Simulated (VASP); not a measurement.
Set up this calculation in VASP 6.6.1, as the native input.

```yaml
Task: single point
Functional: PBE
Potentials_or_basis: VASP PAW PBE potentials, release 64 (Zr_sv, C)
Cutoff: 520 eV
k_mesh: 4 × 4 × 4
Occupations: gaussian, width 0.1 eV
Spin: no spin polarisation
Dipole_correction: no
Further_INCAR_settings: ALGO = Normal; EDIFF = 1e-06; NBANDS = 37
```

The structure of Zr2C lies in POSCAR:

```
Zr2C
1.0
    5.6598064820     -1.6856560219      0.0000000000
    5.6598064820      1.6856560219      0.0000000000
    0.0000000000      0.0000000000      5.3486080779
Zr C
4 2
Direct
    0.8833068470      0.3830440573      0.2500000000
    0.6169559427      0.1166931530      0.2500000000
    0.3830440573      0.8833068470      0.7500000000
    0.1166931530      0.6169559427      0.7500000000
    0.7497540315      0.2502459685      0.7500000000
    0.2502459685      0.7497540315      0.2500000000
```

The input as run:

INCAR

```
PREC = Accurate
ENCUT = 520
EDIFF = 1E-6
ISMEAR = 0
SIGMA = 0.1
LREAL = F
LASPH = T
NELM = 100
ALGO = Normal
ISIF = 2
LWAVE = F
LCHARG = F
GGA = PE
NBANDS = 37
```

KPOINTS

```
Automatic mesh
0
Gamma
  4 4 4
```

Potentials or basis: VASP PAW PBE potentials, release 64 (Zr_sv, C).

Run with:

```console
$ cat potpaw_PBE.64/Zr_sv/POTCAR potpaw_PBE.64/C/POTCAR > POTCAR
$ mpirun -np 1 vasp_std > vasp.out
```

It gave:

| Item | Value |
| --- | --- |
| Pressure | 0.2 GPa |
| Largest force | 0.014 eV/Å |
| Band gap on the k mesh | zero (bands 28 and 29 overlap by 0.60 eV) |

Caveat: the k points lie up to 0.49 Å⁻¹ apart, too coarse for converged energies and pressures of a metal.

Wall time 75 s on 1 thread of AMD EPYC 9R45 96-Core Processor (Zen 5) (shared host), peak memory 0.28 GiB.
